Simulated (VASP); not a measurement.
A run of VASP 6.6.1 is set up as follows.

The input INCAR:

```
PREC = Accurate ; ENCUT = 520
EDIFF = 1E-6 ; ISMEAR = 0
SIGMA = 0.05 ; LREAL = Auto
LASPH = T ; NELM = 150
ALGO = Normal ; ISIF = 2
LWAVE = F ; LCHARG = F
ISPIN = 2 ; MAGMOM = 0 0 0 0 0 0 0 0 0 0 0 0 0 0 0 0 0
LORBIT = 11 ; GGA = PE
NBANDS = 52
```

Contents of KPOINTS:

```
regular mesh
0
Gamma
  2 2 2
```

Contents of POSCAR:

```
Si16C
1.0
    0.0000000000      5.4300000000      5.4300000000
    5.4300000000      0.0000000000      5.4300000000
    5.4300000000      5.4300000000      0.0000000000
Si C
16 1
Direct
   -0.0132477901     -0.0003485267     -0.0082978821
    0.1121026703      0.1023930939      0.1359199816
    0.0023274401     -0.0343156538      0.5094955801
    0.1165310313      0.1163011971      0.6177501842
    0.0141391344      0.4721159300      0.0003232965
    0.1213862799      0.6262161142      0.1052244015
    0.0140290055      0.4911457643      0.4795730203
    0.1618453959      0.5925008287      0.6034910681
    0.4807727440      0.0295458564      0.0116563536
    0.6156111418      0.1472759669      0.1340144567
    0.4908174033     -0.0095534991      0.5061065378
    0.6280117864      0.0821195212      0.6490848987
    0.4900180479      0.5187320442     -0.0282454880
    0.5743248619      0.6735438306      0.0919764273
    0.5612128913      0.4491762431      0.4839051565
    0.6398301105      0.6176969613      0.6039418969
    0.7598510129      0.4399627993      0.2168998158
```

Potentials or basis: VASP PAW PBE potentials, release 64 (Si, C).

Command:

```console
$ cat potpaw_PBE.64/Si/POTCAR potpaw_PBE.64/C/POTCAR > POTCAR
$ mpirun -np 1 vasp_std > vasp.out
```

Q: Estimate the net moment.

A: 0.00 μB per cell.

Q: Estimate the pressure.

A: 3.6 GPa.

Q: What does it give for the band gap on the k mesh?

A: Zero (filled and empty bands overlap).

Q: Estimate the largest force.

A: 0.438 eV/Å.

Forces on the atoms (eV/Å):
```
Si   0.000  0.054  0.107
Si  -0.089  0.085  0.054
Si  -0.065  0.046  0.093
Si   0.021  0.055  0.027
Si   0.059  0.137 -0.061
Si   0.145  0.018 -0.035
Si   0.014  0.026 -0.011
Si   0.090  0.097 -0.135
Si  -0.075  0.009 -0.004
Si  -0.115  0.044  0.046
Si  -0.030 -0.037  0.032
Si  -0.024  0.034  0.062
Si  -0.214 -0.200 -0.252
Si  -0.145 -0.388 -0.036
Si  -0.007 -0.026  0.049
Si  -0.001  0.013  0.025
C    0.435  0.034  0.038
```

Caveat: the k points lie up to 0.50 Å⁻¹ apart.
